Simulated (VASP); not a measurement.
# CdAg2 (Ag (111), 3 layers) in VASP: further runs

Runs on CdAg2 (Ag (111), 3 layers). Level: LDA. Tasks: single point.

Program: VASP 6.6.1. These are calculated values, not measurements. Logs are shortened: lines on timing, memory, paths and dates and some standing lists are left out, and cuts for length are marked.

## 1. The cell of the first run

The cell holds a slab with vacuum, 3 atoms: a = 2.828 Å, b = 2.828 Å, c = 20.619 Å, α = 90.00°, β = 90.00°, γ = 120.00°.

## 2. Single point, LDA

INCAR

```
SYSTEM = CdAg2
PREC     = Accurate       ! precision mode
ENCUT    = 520            ! plane-wave cutoff, eV
EDIFF    = 1E-6           ! SCF threshold, eV
ISMEAR   = -1             ! smearing method
SIGMA    = 0.05           ! smearing width, eV
LREAL    = .FALSE.        ! projectors in reciprocal space
LASPH    = .TRUE.         ! aspherical terms in the spheres
NELM     = 80             ! most SCF steps
ALGO     = Normal         ! electronic algorithm
ISIF     = 2              ! what is computed and relaxed
LWAVE    = .FALSE.        ! write WAVECAR
LCHARG   = .FALSE.        ! write CHGCAR
LDIPOL   = .TRUE.       
IDIPOL   = 3            
DIPOL    = 0.5 0.5 0.500
NBANDS   = 24             ! bands
```

KPOINTS

```
regular mesh
0
G
  13 13 1
  0 0 0
```

POSCAR

```
CdAg2
1.0
    2.8284417087      0.0000000000      0.0000000000
   -1.4142208543      2.4495023729      0.0000000000
    0.0000000000      0.0000000000     20.6188000000
Ag Cd
2 1
Direct
    0.1666666667      0.3333333333      0.3883709467
    0.8333333333      0.6666666667      0.6116290563
    0.5000000000      1.0000000000      0.4999999966
```

Potentials or basis: VASP PAW LDA potentials, release 64 (Ag, Cd).

Run with:

```bash
cat potpaw_LDA.64/Ag/POTCAR potpaw_LDA.64/Cd/POTCAR > POTCAR
mpirun -np 1 vasp_std > vasp.out
```

OUTCAR:

```text
SYSTEM = CdAg2
   PREC = Accurate
   ENCUT = 520
   EDIFF = 1E-6
   ISMEAR = -1
   LREAL = .FALSE.
   LASPH = .TRUE.
   NELM = 80
   ISIF = 2

 ion  position               nearest neighbor table
   1  0.167  0.333  0.388-   3 2.82   3 2.82   3 2.82
   2  0.833  0.667  0.612-   3 2.82   3 2.82   3 2.82
   3  0.500  0.000  0.500-   1 2.82   1 2.82   1 2.82   2 2.82   2 2.82   2 2.82

  LATTYP: Found a hexagonal cell.
 ALAT       =     2.8284417087
 C/A-ratio  =     7.2898090622

  Lattice vectors:

 A1 = (   2.8284417087,   0.0000000000,   0.0000000000)
 A2 = (  -1.4142208543,   2.4495023729,   0.0000000000)
 A3 = (   0.0000000000,   0.0000000000,  20.6188000000)

Analysis of symmetry for initial positions (statically):
=====================================================================
 Subroutine PRICEL returns:
 Original cell was already a primitive cell.

 Routine SETGRP: Setting up the symmetry group for a
 hexagonal supercell.

 Subroutine GETGRP returns: Found 12 space group operations
 (whereof  4 operations were pure point group operations)
 out of a pool of 24 trial point group operations.

The static configuration has the point symmetry C_2h.
 The point group associated with its full space group is D_3d.

Analysis of symmetry for dynamics (positions and initial velocities):
=====================================================================
 Subroutine PRICEL returns:
 Original cell was already a primitive cell.

 Routine SETGRP: Setting up the symmetry group for a
 hexagonal supercell.

 Subroutine GETGRP returns: Found 12 space group operations
 (whereof  4 operations were pure point group operations)
 out of a pool of 24 trial point group operations.

The dynamic configuration has the point symmetry C_2h.
 The point group associated with its full space group is D_3d.

 Subroutine INISYM returns: Found 12 space group operations
 (whereof  4 operations are pure point group operations),
 and found     1 'primitive' translations

----------------------------------------------------------------------------------------

                                     Primitive cell

  volume of cell :     142.8527

  direct lattice vectors                    reciprocal lattice vectors
     2.828441709  0.000000000  0.000000000     0.353551568  0.204123093  0.000000000
    -1.414220854  2.449502373  0.000000000     0.000000000  0.408246185  0.000000000
     0.000000000  0.000000000 20.618800000     0.000000000  0.000000000  0.048499428

  length of vectors
     2.828441709  2.828441709 20.618800000     0.408246185  0.408246185  0.048499428
[... 85 lines left out ...]
   ISIF   =      2    stress and relaxation
   ISYM   =      2    0-nonsym 1-usesym 2-fastsym
   POTIM  = 0.5000    time-step for ionic-motion
   TEBEG  =    0.0;   TEEND  =   0.0 temperature during run
   PSTRESS=    0.0 pullay stress
   NELECT =      34.0000    total number of electrons
   NUPDOWN=      -1.0000    fix difference up-down
   EMIN   =  10.00;   EMAX   =-10.00  energy-range for DOS
   EFERMI =   0.00;   METHOD = LEGACY
   ISMEAR =    -1;   SIGMA  =   0.05  broadening in eV -4-tet -1-fermi 0-gaus
   EFERMI_NEDOS =   21; number of points for ismear=-14 and -15
   IALGO  =     38    algorithm
   IMIX   =      4    mixing-type and parameters
     AMIX     =   0.40;   BMIX     =  1.00
     AMIX_MAG =   1.60;   BMIX_MAG =  1.00
  volume/ion in A,a.u.               =      47.62       321.34
  Fermi-wavevector in a.u.,A,eV,Ry     =   1.014546  1.917213 14.004519  1.029303
  Thomas-Fermi vector in A             =   2.147780
   LORBIT       =      0    0 simple, 1 ext, 2 COOP (PROOUT), +10 PAW based schemes
   GGA     = CA    functional components
   LHFCALC =     F    Hartree Fock is set to
   AEXX    =    0.0000 exact exchange contribution
   IVDW    =     0    specifies the selected vdW correction
   LEPSILON=     F    determine dielectric tensor
   LRPA    =     F    only Hartree local field effects (RPA)
 non-spin polarized calculation
  energy-cutoff  :      520.00
  volume of cell :      142.85
 maximum number of plane-waves:      3878
 NGX is ok and might be reduce to    24
   NGX = 11   NGY = 11   NGZ = 77

 dipolmoment           0.000000      0.000000     -0.000000 electrons x Angstroem

 number of electron      33.9999997 magnetization

 dipolmoment           0.000000      0.000000      0.000000 electrons x Angstroem

 Free energy of the ion-electron system (eV)
  ---------------------------------------------------
  ext. energy  EPLUGINS =         0.00000000
  ---------------------------------------------------
  free energy    TOTEN  =        -8.01725079 eV

  energy without entropy =       -8.00435542  energy(sigma->0) =       -8.01080311

 E-fermi :  -0.7171     XC(G=0):  -5.2532

 val. band max:       -0.7837970200   @ k =   0.4615   0.0769   0.0000
 cond. band min:      -0.6596460718   @ k =   0.0769   0.0000   0.0000
 fundamental gap:      0.1241509483
 Fermi energy:        -0.7170967840

 k-point     1 :       0.0000    0.0000    0.0000
  band No.  band energies     occupation
      1     -11.2999      2.00000
      2     -10.4477      2.00000
      3     -10.4477      2.00000
      4      -9.7632      2.00000
      5      -9.5415      2.00000
      6      -9.5415      2.00000
[... 556 lines left out ...]
     23       6.6305      0.00000
     24       7.3969      0.00000

------------------------ aborting loop because EDIFF is reached ----------------------------------------

 vacuum level on the upper side and lower side of the slab       (xc-potential included)        -0.159        -0.159

  FORCE on cell =-STRESS in cart. coord.  units (eV):
  Direction    XX          YY          ZZ          XY          YZ          ZX
  --------------------------------------------------------------------------------------
  -------------------------------------------------------------------------------------
  Total        1.3515604      1.3515604      2.0148778      0.0000000      0.0000000     -0.0000000
  in kB       15.1585467     15.1585467     22.5980421      0.0000000      0.0000000     -0.0000000
  external PRESSURE =      17.6383785 kB  Pullay stress =       0.0000000 kB

 VOLUME and BASIS-vectors are now :
 -----------------------------------------------------------------------------
  energy-cutoff  :      520.00
  volume of cell :      142.85
      direct lattice vectors                 reciprocal lattice vectors
     2.828441709  0.000000000  0.000000000     0.353551568  0.204123093  0.000000000
    -1.414220854  2.449502373  0.000000000     0.000000000  0.408246185  0.000000000
     0.000000000  0.000000000 20.618800000     0.000000000  0.000000000  0.048499428

 POSITION                                       TOTAL-FORCE (eV/Angst)
 -----------------------------------------------------------------------------------
      0.00000      0.81650      8.00774         0.000000      0.000000     -0.441442
      1.41422      1.63300     12.61106        -0.000000     -0.000000      0.441442
      1.41422      0.00000     10.30940         0.000000      0.000000      0.000000
 -----------------------------------------------------------------------------------
    total drift:                               -0.000000      0.000000      0.000016

  FREE ENERGIE OF THE ION-ELECTRON SYSTEM (eV)
  ---------------------------------------------------
  free  energy   TOTEN  =        -8.0172507931 eV

  energy  without entropy=       -8.0043554231  energy(sigma->0) =       -8.01080311

 vacuum level on the upper side and lower side of the slab         4.199         4.199
```

stdout:

```text
POSCAR found type information on POSCAR AgCd
 POSCAR found :  2 types and       3 ions
 scaLAPACK will be used
 LDA part: xc-table for (Slater(with rela. corr.)+CA(PZ))
 , standard interpolation
 POSCAR, INCAR and KPOINTS ok, starting setup
 FFT: planning ... GRIDC
 FFT: planning ... GRID_SOFT
 FFT: planning ... GRID
 WAVECAR not read
 entering main loop
```

It took 63 s on 1 thread of Intel Xeon Platinum 8488C (Sapphire Rapids), shared host; peak memory 0.26 GiB.

Results:

* Free energy: -8.0173 eV
* Largest force: 0.441 eV/Å
* Band gap on the k mesh: zero (band 17 reaches 1.84 eV, above the bottom of band 18 at -2.71 eV)

Forces in eV/Å, atoms in the order of the input:
```
Ag   0.000  0.000 -0.441
Ag   0.000  0.000  0.441
Cd   0.000  0.000  0.000
```

Levels at points of the mesh, in eV from the Fermi level:
```csv
k point,band 15,band 16,band 17,band 18,band 19,band 20
"(0.00, 0.00, 0.00)",-3.58,-3.51,-3.51,-2.00,-0.26,4.20
```

## 3. Single point, LDA

INCAR

```
PREC = Accurate
ENCUT = 520
EDIFF = 1E-6
ISMEAR = -1
SIGMA = 0.05
LREAL = False
LASPH = True
NELM = 60
ALGO = Normal
ISIF = 2
LWAVE = False
LCHARG = False
LDIPOL = True
IDIPOL = 3
DIPOL = 0.5 0.5 0.500
GGA = CA
NBANDS = 24
```

KPOINTS

```
Automatic mesh
0
Gamma
  13 13 1
```

POSCAR is that of step 2.

Potentials or basis: VASP PAW LDA potentials, release 64 (Ag, Cd).

Run with:

```bash
cat potpaw_LDA.64/Ag/POTCAR potpaw_LDA.64/Cd/POTCAR > POTCAR
mpirun -np 1 vasp_std > vasp.out
```

OUTCAR:

```text
PREC = Accurate
   ENCUT = 520
   EDIFF = 1E-6
   ISMEAR = -1
   LREAL = False
   LASPH = True
   NELM = 60
   ISIF = 2
   GGA = CA

 ion  position               nearest neighbor table
   1  0.167  0.333  0.388-   3 2.82   3 2.82   3 2.82
   2  0.833  0.667  0.612-   3 2.82   3 2.82   3 2.82
   3  0.500  0.000  0.500-   1 2.82   1 2.82   1 2.82   2 2.82   2 2.82   2 2.82

  LATTYP: Found a hexagonal cell.
 ALAT       =     2.8284417087
 C/A-ratio  =     7.2898090622

  Lattice vectors:

 A1 = (   2.8284417087,   0.0000000000,   0.0000000000)
 A2 = (  -1.4142208543,   2.4495023729,   0.0000000000)
 A3 = (   0.0000000000,   0.0000000000,  20.6188000000)

Analysis of symmetry for initial positions (statically):
=====================================================================
 Subroutine PRICEL returns:
 Original cell was already a primitive cell.

 Routine SETGRP: Setting up the symmetry group for a
 hexagonal supercell.

 Subroutine GETGRP returns: Found 12 space group operations
 (whereof  4 operations were pure point group operations)
 out of a pool of 24 trial point group operations.

The static configuration has the point symmetry C_2h.
 The point group associated with its full space group is D_3d.

Analysis of symmetry for dynamics (positions and initial velocities):
=====================================================================
 Subroutine PRICEL returns:
 Original cell was already a primitive cell.

 Routine SETGRP: Setting up the symmetry group for a
 hexagonal supercell.

 Subroutine GETGRP returns: Found 12 space group operations
 (whereof  4 operations were pure point group operations)
 out of a pool of 24 trial point group operations.

The dynamic configuration has the point symmetry C_2h.
 The point group associated with its full space group is D_3d.

 Subroutine INISYM returns: Found 12 space group operations
 (whereof  4 operations are pure point group operations),
 and found     1 'primitive' translations
[... 116 lines left out ...]
  Thomas-Fermi vector in A             =   2.147780
   LORBIT       =      0    0 simple, 1 ext, 2 COOP (PROOUT), +10 PAW based schemes
   GGA     = CA    functional components
   LHFCALC =     F    Hartree Fock is set to
   AEXX    =    0.0000 exact exchange contribution
   IVDW    =     0    specifies the selected vdW correction
   LEPSILON=     F    determine dielectric tensor
   LRPA    =     F    only Hartree local field effects (RPA)
 non-spin polarized calculation
  energy-cutoff  :      520.00
  volume of cell :      142.85
 maximum number of plane-waves:      3878
 NGX is ok and might be reduce to    24
   NGX = 11   NGY = 11   NGZ = 77

 dipolmoment           0.000000      0.000000     -0.000000 electrons x Angstroem

 number of electron      33.9999997 magnetization

 dipolmoment           0.000000      0.000000      0.000000 electrons x Angstroem

 Free energy of the ion-electron system (eV)
  ---------------------------------------------------
  ext. energy  EPLUGINS =         0.00000000
  ---------------------------------------------------
  free energy    TOTEN  =        -8.01725079 eV

  energy without entropy =       -8.00435542  energy(sigma->0) =       -8.01080311

 E-fermi :  -0.7171     XC(G=0):  -5.2532

 val. band max:       -0.7837970200   @ k =   0.4615   0.0769   0.0000
 cond. band min:      -0.6596460718   @ k =   0.0769   0.0000   0.0000
 fundamental gap:      0.1241509483
 Fermi energy:        -0.7170967840

 k-point     1 :       0.0000    0.0000    0.0000
  band No.  band energies     occupation
      1     -11.2999      2.00000
      2     -10.4477      2.00000
      3     -10.4477      2.00000
      4      -9.7632      2.00000
      5      -9.5415      2.00000
      6      -9.5415      2.00000
[... 556 lines left out ...]
     23       6.6305      0.00000
     24       7.3969      0.00000

------------------------ aborting loop because EDIFF is reached ----------------------------------------

 vacuum level on the upper side and lower side of the slab       (xc-potential included)        -0.159        -0.159

  FORCE on cell =-STRESS in cart. coord.  units (eV):
  Direction    XX          YY          ZZ          XY          YZ          ZX
  --------------------------------------------------------------------------------------
  -------------------------------------------------------------------------------------
  Total        1.3515604      1.3515604      2.0148778      0.0000000      0.0000000     -0.0000000
  in kB       15.1585467     15.1585467     22.5980421      0.0000000      0.0000000     -0.0000000
  external PRESSURE =      17.6383785 kB  Pullay stress =       0.0000000 kB

 VOLUME and BASIS-vectors are now :
 -----------------------------------------------------------------------------
  energy-cutoff  :      520.00
  volume of cell :      142.85
      direct lattice vectors                 reciprocal lattice vectors
     2.828441709  0.000000000  0.000000000     0.353551568  0.204123093  0.000000000
    -1.414220854  2.449502373  0.000000000     0.000000000  0.408246185  0.000000000
     0.000000000  0.000000000 20.618800000     0.000000000  0.000000000  0.048499428

 POSITION                                       TOTAL-FORCE (eV/Angst)
 -----------------------------------------------------------------------------------
      0.00000      0.81650      8.00774         0.000000      0.000000     -0.441442
      1.41422      1.63300     12.61106        -0.000000     -0.000000      0.441442
      1.41422      0.00000     10.30940         0.000000      0.000000      0.000000
 -----------------------------------------------------------------------------------
    total drift:                               -0.000000      0.000000      0.000016

  FREE ENERGIE OF THE ION-ELECTRON SYSTEM (eV)
  ---------------------------------------------------
  free  energy   TOTEN  =        -8.0172507931 eV

  energy  without entropy=       -8.0043554231  energy(sigma->0) =       -8.01080311

 vacuum level on the upper side and lower side of the slab         4.199         4.199
```

stdout:

```text
POSCAR found type information on POSCAR AgCd
 POSCAR found :  2 types and       3 ions
 scaLAPACK will be used
 LDA part: xc-table for (Slater(with rela. corr.)+CA(PZ))
 , standard interpolation
 POSCAR, INCAR and KPOINTS ok, starting setup
 FFT: planning ... GRIDC
 FFT: planning ... GRID_SOFT
 FFT: planning ... GRID
 WAVECAR not read
 entering main loop
```

Wall time 62 s (1 thread of Intel Xeon Platinum 8488C (Sapphire Rapids), shared host); peak memory 0.26 GiB.

What came out:

| Item | Value |
| --- | --- |
| Free energy | -8.0173 eV |
| Largest force | 0.441 eV/Å |
| Band gap on the k mesh | zero (band 17 reaches 1.84 eV, above the bottom of band 18 at -2.71 eV) |

Forces on the atoms (eV/Å):
```
Ag   0.000  0.000 -0.441
Ag   0.000  0.000  0.441
Cd   0.000  0.000  0.000
```

Levels at points of the mesh, in eV from the Fermi level:
| k point | band 14 | band 15 | band 16 | band 17 | band 18 | band 19 | band 20 | band 21 |
| --- | --- | --- | --- | --- | --- | --- | --- | --- |
| (0.00, 0.00, 0.00) | -3.58 | -3.58 | -3.51 | -3.51 | -2.00 | -0.26 | 4.20 | 4.99 |
